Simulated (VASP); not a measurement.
# Ca (Pm-3m) in VASP: a series of runs

Runs on Ca. Level: PBE. Tasks: single point.

Everything below comes from runs of VASP 6.6.1. Logs are shortened: lines on timing, memory, paths and dates and some standing lists are left out, and cuts for length are marked.

### Step 1. The cell of the first run

Symmetry: Pm-3m, No. 221, cubic system. Conventional cell: a = 3.441 Å, b = 3.441 Å, c = 3.441 Å, α = 90.00°, β = 90.00°, γ = 90.00°. Ca (site symmetry m-3m) has 6 Ca at 3.44 Å within 4.5 Å.

### Step 2. Single point, PBE (strained)

The input, INCAR:

```
PREC = Accurate
ENCUT = 520
EDIFF = 1E-6
ISMEAR = 0
SIGMA = 0.1
LREAL = False
LASPH = True
NELM = 80
ALGO = Fast
ISIF = 2
LWAVE = False
LCHARG = False
GGA = PE
NBANDS = 11
```

The input, KPOINTS:

```
regular mesh
0
Gamma
  12 12 12
```

The input, POSCAR:

```
Ca
1.0
    3.4409664078      0.0000000000      0.0000000000
    0.0000000000      3.4409664078      0.0000000000
    0.0000000000      0.0000000000      3.4409664078
Ca
1
Direct
    0.0000000000      0.0000000000      0.0000000000
```

Potentials or basis: VASP PAW PBE potentials, release 64 (Ca_sv).

On the command line:

```bash
cat potpaw_PBE.64/Ca_sv/POTCAR > POTCAR
mpirun -np 1 vasp_std > vasp.out
```

OUTCAR:

```text
PREC = Accurate
   ENCUT = 520
   EDIFF = 1E-6
   ISMEAR = 0
   LREAL = False
   LASPH = True
   NELM = 80
   ISIF = 2
   GGA = PE

 ion  position               nearest neighbor table
   1  0.000  0.000  0.000-

  LATTYP: Found a simple cubic cell.
 ALAT       =     3.4409664078

  Lattice vectors:

 A1 = (   3.4409664078,   0.0000000000,   0.0000000000)
 A2 = (   0.0000000000,   3.4409664078,   0.0000000000)
 A3 = (   0.0000000000,   0.0000000000,   3.4409664078)

Analysis of symmetry for initial positions (statically):
=====================================================================
 Subroutine PRICEL returns:
 Original cell was already a primitive cell.

 Routine SETGRP: Setting up the symmetry group for a
 simple cubic supercell.

 Subroutine GETGRP returns: Found 48 space group operations
 (whereof 48 operations were pure point group operations)
 out of a pool of 48 trial point group operations.

The static configuration has the point symmetry O_h .

Analysis of symmetry for dynamics (positions and initial velocities):
=====================================================================
 Subroutine PRICEL returns:
 Original cell was already a primitive cell.

 Routine SETGRP: Setting up the symmetry group for a
 simple cubic supercell.

 Subroutine GETGRP returns: Found 48 space group operations
 (whereof 48 operations were pure point group operations)
 out of a pool of 48 trial point group operations.

The dynamic configuration has the point symmetry O_h .

 Subroutine INISYM returns: Found 48 space group operations
 (whereof 48 operations are pure point group operations),
 and found     1 'primitive' translations

----------------------------------------------------------------------------------------

                                     Primitive cell

  volume of cell :      40.7419

  direct lattice vectors                    reciprocal lattice vectors
     3.440966408  0.000000000  0.000000000     0.290616031  0.000000000  0.000000000
     0.000000000  3.440966408  0.000000000     0.000000000  0.290616031  0.000000000
     0.000000000  0.000000000  3.440966408     0.000000000  0.000000000  0.290616031

  length of vectors
     3.440966408  3.440966408  3.440966408     0.290616031  0.290616031  0.290616031

  position of ions in fractional coordinates (direct lattice)
     0.000000000  0.000000000  0.000000000

  ion indices of the primitive-cell ions
   primitive index   ion index
[... 74 lines left out ...]
   LREAL  =      F    real-space projection
   EDIFFG = 0.1E-04   stopping-criterion for IOM
   NSW    =      0    number of steps for IOM
   IBRION =     -1    ionic relax: 0-MD 1-quasi-New 2-CG
   NFREE  =      0    steps in history (QN), initial steepest desc. (CG)
   ISIF   =      2    stress and relaxation
   ISYM   =      2    0-nonsym 1-usesym 2-fastsym
   POTIM  = 0.5000    time-step for ionic-motion
   TEBEG  =    0.0;   TEEND  =   0.0 temperature during run
   PSTRESS=    0.0 pullay stress
   NELECT =      10.0000    total number of electrons
   NUPDOWN=      -1.0000    fix difference up-down
   EMIN   =  10.00;   EMAX   =-10.00  energy-range for DOS
   EFERMI =   0.00;   METHOD = LEGACY
   ISMEAR =     0;   SIGMA  =   0.10  broadening in eV -4-tet -1-fermi 0-gaus
   EFERMI_NEDOS =   21; number of points for ismear=-14 and -15
   IALGO  =     68    algorithm
   IMIX   =      4    mixing-type and parameters
     AMIX     =   0.40;   BMIX     =  1.00
     AMIX_MAG =   1.60;   BMIX_MAG =  1.00
  volume/ion in A,a.u.               =      40.74       274.94
  Fermi-wavevector in a.u.,A,eV,Ry     =   1.025009  1.936986 14.294875  1.050644
  Thomas-Fermi vector in A             =   2.158827
   LORBIT       =      0    0 simple, 1 ext, 2 COOP (PROOUT), +10 PAW based schemes
   GGA     = PE    functional components
   LHFCALC =     F    Hartree Fock is set to
   AEXX    =    0.0000 exact exchange contribution
   IVDW    =     0    specifies the selected vdW correction
   LEPSILON=     F    determine dielectric tensor
   LRPA    =     F    only Hartree local field effects (RPA)
 non-spin polarized calculation
 RMM-DIIS sequential band-by-band and
 Gauss-broadening in eV      SIGMA  =   0.10
  energy-cutoff  :      520.00
  volume of cell :       40.74
 maximum number of plane-waves:      1116
 NGX is ok and might be reduce to    28
   NGX = 13   NGY = 13   NGZ = 13

 number of electron      10.0000002 magnetization

 Free energy of the ion-electron system (eV)
  ---------------------------------------------------
  ext. energy  EPLUGINS =         0.00000000
  ---------------------------------------------------
  free energy    TOTEN  =        -1.53297594 eV

  energy without entropy =       -1.52900237  energy(sigma->0) =       -1.53098915

 E-fermi :   2.0215     XC(G=0):  -7.8203

 val. band max:        2.0201668279   @ k =   0.5000   0.5000   0.2500
 cond. band min:       2.0452962555   @ k =   0.4167   0.0000   0.0000
 fundamental gap:      0.0251294276
 Fermi energy:         2.0215414565

 k-point     1 :       0.0000    0.0000    0.0000
  band No.  band energies     occupation
      1     -40.0932      2.00000
      2     -20.9673      2.00000
      3     -20.9673      2.00000
      4     -20.9673      2.00000
      5      -1.9188      2.00000
      6       2.8347      0.00000
      7       2.8347      0.00000
      8       6.2912      0.00000
      9       6.2912      0.00000
     10       6.2912      0.00000
     11      10.9990      0.00000
[... 309 lines left out ...]
 k-point    24 :       0.4167    0.3333    0.0000
  band No.  band energies     occupation
      1     -40.0543      2.00000
      2     -21.1817      2.00000
      3     -21.1314      2.00000
      4     -20.9308      2.00000
      5       1.3030      2.00000
      6       2.5237      0.00000
      7       4.0908      0.00000
      8       4.5309      0.00000
      9       5.2724      0.00000
     10       5.5215      0.00000
     11       7.5244      0.00000

 [... further k-points ...]
[... 5 lines left out ...]
  --------------------------------------------------------------------------------------
  -------------------------------------------------------------------------------------
  Total        0.1866638      0.1866638      0.1866638     -0.0000000      0.0000000      0.0000000
  in kB        7.3405639      7.3405639      7.3405639     -0.0000000      0.0000000      0.0000000
  external PRESSURE =       7.3405639 kB  Pullay stress =       0.0000000 kB

 VOLUME and BASIS-vectors are now :
 -----------------------------------------------------------------------------
  energy-cutoff  :      520.00
  volume of cell :       40.74
      direct lattice vectors                 reciprocal lattice vectors
     3.440966408  0.000000000  0.000000000     0.290616031  0.000000000  0.000000000
     0.000000000  3.440966408  0.000000000     0.000000000  0.290616031  0.000000000
     0.000000000  0.000000000  3.440966408     0.000000000  0.000000000  0.290616031

 POSITION                                       TOTAL-FORCE (eV/Angst)
 -----------------------------------------------------------------------------------
      0.00000      0.00000      0.00000         0.000000      0.000000      0.000000
 -----------------------------------------------------------------------------------
    total drift:                                0.000000     -0.000000     -0.000000

  FREE ENERGIE OF THE ION-ELECTRON SYSTEM (eV)
  ---------------------------------------------------
  free  energy   TOTEN  =        -1.5329759377 eV

  energy  without entropy=       -1.5290023679  energy(sigma->0) =       -1.53098915
```

OSZICAR:

```text
N       E                     dE             d eps       ncg     rms          rms(c)
DAV:   1     0.675085919076E+02    0.67509E+02   -0.50109E+03  1848   0.828E+02
DAV:   2     0.589960848538E-02   -0.67503E+02   -0.66881E+02  2031   0.211E+02
DAV:   3    -0.146979080865E+01   -0.14757E+01   -0.14591E+01  2638   0.306E+01
DAV:   4    -0.154520232015E+01   -0.75412E-01   -0.75087E-01  2361   0.515E+00
DAV:   5    -0.154646339919E+01   -0.12611E-02   -0.12610E-02  2546   0.635E-01    0.229E+00
RMM:   6    -0.153636503868E+01    0.10098E-01   -0.99261E-03  1902   0.113E+00    0.143E+00
RMM:   7    -0.153299472896E+01    0.33703E-02   -0.21800E-02  2154   0.189E+00    0.128E-01
RMM:   8    -0.153278830522E+01    0.20642E-03   -0.66838E-03  2288   0.844E-01    0.579E-02
RMM:   9    -0.153293606249E+01   -0.14776E-03   -0.13531E-03  2555   0.392E-01    0.259E-02
RMM:  10    -0.153296787390E+01   -0.31811E-04   -0.37496E-04  2676   0.174E-01    0.469E-03
RMM:  11    -0.153297426478E+01   -0.63909E-05   -0.64853E-05  2718   0.810E-02    0.771E-03
RMM:  12    -0.153297604730E+01   -0.17825E-05   -0.16059E-05  2716   0.363E-02    0.656E-03
RMM:  13    -0.153297593774E+01    0.10956E-06   -0.85786E-06  2613   0.248E-02
   1 F= -.15329759E+01 E0= -.15309892E+01  d E =-.397357E-02
```

stdout:

```text
POSCAR found type information on POSCAR Ca
 POSCAR found :  1 types and       1 ions
 scaLAPACK will be used
 LDA part: xc-table for (Slater+PW92), standard interpolation
 POSCAR, INCAR and KPOINTS ok, starting setup
 FFT: planning ... GRIDC
 FFT: planning ... GRID_SOFT
 FFT: planning ... GRID
 WAVECAR not read
 entering main loop
WARNING in EDDRMM: call to ZHEGV failed, returncode =   8  4      6
```

Run time: 20 s. Hardware: 1 thread of AMD EPYC 9R45 (Zen 5), shared host; peak memory 0.14 GiB.

Results:

```yaml
Free_energy: -1.5330 eV
Pressure: 0.7 GPa
Band_gap_on_the_k_mesh: zero (band 5 reaches 2.66 eV, above the bottom of band 6 at 1.53 eV)
```

Levels at points of the mesh, in eV from the Fermi level:
| k point | band 2 | band 3 | band 4 | band 5 | band 6 | band 7 | band 8 | band 9 |
| --- | --- | --- | --- | --- | --- | --- | --- | --- |
| (0.00, 0.00, 0.00) | -22.99 | -22.99 | -22.99 | -3.94 | 0.81 | 0.81 | 4.27 | 4.27 |
| (0.50, 0.00, 0.00) | -23.24 | -22.97 | -22.97 | -1.17 | -0.49 | 1.34 | 2.96 | 2.96 |
| (0.50, 0.50, 0.00) | -23.21 | -23.21 | -22.95 | -0.47 | 0.98 | 2.53 | 2.53 | 3.27 |
| (0.50, 0.50, 0.50) | -23.18 | -23.18 | -23.18 | 0.64 | 0.64 | 0.64 | 5.08 | 5.08 |

Caveat: the cell differs from its parent crystal (strained).

### Step 3. Single point, PBE (strained)

The input, INCAR:

```
SYSTEM = Ca
ALGO = Fast ; EDIFF = 1E-7
ENCUT = 520 ; GGA = PE
ISIF = 2 ; ISMEAR = 0
LASPH = .TRUE. ; LCHARG = .FALSE.
LREAL = .FALSE. ; LWAVE = .FALSE.
NBANDS = 11 ; NELM = 100
PREC = Accurate ; SIGMA = 0.1
```

The input, KPOINTS:

```
k-points
0
G
  12 12 12
  0 0 0
```

The input, POSCAR:

```
Ca
1.0
    3.5388232182      0.0000000000      0.0000000000
    0.0000000000      3.5388232182      0.0000000000
    0.0000000000      0.0000000000      3.5388232182
Ca
1
Direct
    0.0000000000      0.0000000000      0.0000000000
```

Potentials or basis: VASP PAW PBE potentials, release 64 (Ca_sv).

On the command line:

```bash
cat potpaw_PBE.64/Ca_sv/POTCAR > POTCAR
mpirun -np 1 vasp_std > vasp.out
```

It took 24 s on 1 thread of AMD EPYC 9R45 (Zen 5), shared host; peak memory 0.14 GiB.

Results (log left out):

```
Free energy            : -1.5384 eV
Pressure               : -0.2 GPa
Band gap on the k mesh : zero (band 5 reaches 2.38 eV, above the bottom of band 6 at 1.17 eV)
```

Levels at points of the mesh, in eV from the Fermi level:
| k point | band 3 | band 4 | band 5 | band 6 | band 7 | band 8 |
| --- | --- | --- | --- | --- | --- | --- |
| (0.00, 0.00, 0.00) | -23.18 | -23.18 | -3.83 | 0.81 | 0.81 | 3.97 |
| (0.50, 0.00, 0.00) | -23.16 | -23.16 | -1.22 | -0.53 | 1.29 | 2.79 |
| (0.50, 0.50, 0.00) | -23.35 | -23.14 | -0.35 | 0.86 | 2.25 | 2.25 |
| (0.50, 0.50, 0.50) | -23.32 | -23.32 | 0.67 | 0.67 | 0.67 | 4.70 |

Caveat: the cell differs from its parent crystal (strained).

### Step 4. Single point, PBE (strained)

The input, INCAR:

```
ALGO     = Normal         # electronic algorithm
EDIFF    = 1E-6           # SCF threshold, eV
ENCUT    = 520            # plane-wave cutoff, eV
GGA      = PE             # functional
ISIF     = 2              # what is computed and relaxed
ISMEAR   = 0              # smearing method
LASPH    = T              # aspherical terms in the spheres
LCHARG   = F              # write CHGCAR
LREAL    = F              # projectors in reciprocal space
LWAVE    = F              # write WAVECAR
NBANDS   = 11             # bands
NELM     = 100            # most SCF steps
PREC     = Accurate       # precision mode
SIGMA    = 0.1            # smearing width, eV
```

The input, KPOINTS:

```
k-points
0
Gamma
  12 12 12
```

The input, POSCAR:

```
Ca
1.0
    3.5788032198      0.0000000000      0.0000000000
    0.0000000000      3.5788032198      0.0000000000
    0.0000000000      0.0000000000      3.5788032198
Ca
1
Direct
    0.0000000000      0.0000000000      0.0000000000
```

On the command line:

```bash
cat potpaw_PBE.64/Ca_sv/POTCAR > POTCAR
mpirun -np 1 vasp_std > vasp.out
```

It took 14 s on 1 thread of AMD EPYC 9R45 (Zen 5), shared host; peak memory 0.14 GiB.

Results (log left out):

```
Free energy            : -1.5349 eV
Pressure               : -0.6 GPa
Band gap on the k mesh : zero (band 5 reaches 2.27 eV, above the bottom of band 6 at 1.04 eV)
```

Levels at points of the mesh, in eV from the Fermi level:
```
           k point  band 1  band 2  band 3  band 4  band 5  band 6  band 7  band 8  band 9  band 10
(0.00, 0.00, 0.00)  -42.34  -23.25  -23.25  -23.25   -3.78    0.81    0.81    3.86    3.86     3.86
(0.50, 0.00, 0.00)  -42.33  -23.42  -23.23  -23.23   -1.23   -0.54    1.28    2.73    2.73     3.97
(0.50, 0.50, 0.00)  -42.32  -23.40  -23.40  -23.22   -0.30    0.82    2.16    2.16    3.00     3.00
(0.50, 0.50, 0.50)  -42.30  -23.38  -23.38  -23.38    0.69    0.69    0.69    4.56    4.56     5.10
```

Caveat: the cell differs from its parent crystal (strained).

### Step 5. Single point, PBE (strained)

The input, INCAR:

```
SYSTEM = Ca
PREC = Accurate ; ENCUT = 520
EDIFF = 1E-6 ; ISMEAR = 0
SIGMA = 0.1 ; LREAL = .False.
LASPH = .True. ; NELM = 60
ALGO = Normal ; ISIF = 2
LWAVE = .False. ; LCHARG = .False.
GGA = PE ; NBANDS = 11
```

The input, KPOINTS:

```
regular mesh
0
Gamma
  12 12 12
  0 0 0
```

The input, POSCAR:

```
Ca
1.0
    3.6131664848      0.0000000000      0.0000000000
    0.0000000000      3.6131664848      0.0000000000
    0.0000000000      0.0000000000      3.6131664848
Ca
1
Direct
    0.0000000000      0.0000000000      0.0000000000
```

Potentials or basis: VASP PAW PBE potentials, release 64 (Ca_sv).

On the command line:

```bash
cat potpaw_PBE.64/Ca_sv/POTCAR > POTCAR
mpirun -np 1 vasp_std > vasp.out
```

OUTCAR:

```text
SYSTEM = Ca
   PREC = Accurate
   ENCUT = 520
   EDIFF = 1E-6
   ISMEAR = 0
   LREAL = .False.
   LASPH = .True.
   NELM = 60
   ISIF = 2
   GGA = PE

 ion  position               nearest neighbor table
   1  0.000  0.000  0.000-

  LATTYP: Found a simple cubic cell.
 ALAT       =     3.6131664848

  Lattice vectors:

 A1 = (   3.6131664848,   0.0000000000,   0.0000000000)
 A2 = (   0.0000000000,   3.6131664848,   0.0000000000)
 A3 = (   0.0000000000,   0.0000000000,   3.6131664848)

Analysis of symmetry for initial positions (statically):
[... 507 lines left out ...]
      5       0.7924      2.00000
      6       1.8744      0.00000
      7       3.2442      0.00000
      8       3.6512      0.00000
      9       4.3967      0.00000
     10       4.6047      0.00000
     11       6.2825      0.00000

 [... further k-points ...]
[... 5 lines left out ...]
  --------------------------------------------------------------------------------------
  -------------------------------------------------------------------------------------
  Total       -0.2365198     -0.2365198     -0.2365198      0.0000000      0.0000000     -0.0000000
  in kB       -8.0336739     -8.0336739     -8.0336739      0.0000000      0.0000000     -0.0000000
  external PRESSURE =      -8.0336739 kB  Pullay stress =       0.0000000 kB

 VOLUME and BASIS-vectors are now :
 -----------------------------------------------------------------------------
  energy-cutoff  :      520.00
  volume of cell :       47.17
      direct lattice vectors                 reciprocal lattice vectors
     3.613166485  0.000000000  0.000000000     0.276765547  0.000000000  0.000000000
     0.000000000  3.613166485  0.000000000     0.000000000  0.276765547  0.000000000
     0.000000000  0.000000000  3.613166485     0.000000000  0.000000000  0.276765547

 POSITION                                       TOTAL-FORCE (eV/Angst)
 -----------------------------------------------------------------------------------
      0.00000      0.00000      0.00000         0.000000      0.000000      0.000000
 -----------------------------------------------------------------------------------
    total drift:                               -0.000000     -0.000000     -0.000000

  FREE ENERGIE OF THE ION-ELECTRON SYSTEM (eV)
  ---------------------------------------------------
  free  energy   TOTEN  =        -1.5294578497 eV

  energy  without entropy=       -1.5230748158  energy(sigma->0) =       -1.52626633
```

stdout:

```text
POSCAR found type information on POSCAR Ca
 POSCAR found :  1 types and       1 ions
 scaLAPACK will be used
 LDA part: xc-table for (Slater+PW92), standard interpolation
 POSCAR, INCAR and KPOINTS ok, starting setup
 FFT: planning ... GRIDC
 FFT: planning ... GRID_SOFT
 FFT: planning ... GRID
 WAVECAR not read
 entering main loop
```

It took 15 s on 1 thread of AMD EPYC 9R45 (Zen 5), shared host; peak memory 0.15 GiB.

Results:

```
Free energy            : -1.5295 eV
Pressure               : -0.8 GPa
Band gap on the k mesh : zero (band 5 reaches 2.18 eV, above the bottom of band 6 at 0.93 eV)
```

Caveat: the cell differs from its parent crystal (strained).

### Step 6. Summary

```csv
cell,gap on the mesh (eV),pressure (GPa)
"a = 3.441 Å, 1 atom",none,0.7
"a = 3.539 Å, 1 atom",none,-0.2
"a = 3.579 Å, 1 atom",none,-0.6
"a = 3.613 Å, 1 atom",none,-0.8
```

Alike in all rows: task single point; level PBE; potentials or basis VASP PAW PBE potentials, release 64 (Ca_sv); no spin polarisation; k mesh 12 × 12 × 12; cutoff (eV) 520; smearing gaussian 0.1 eV.

Total energies depend on the potentials used, so only differences within one code and one set of settings carry meaning.
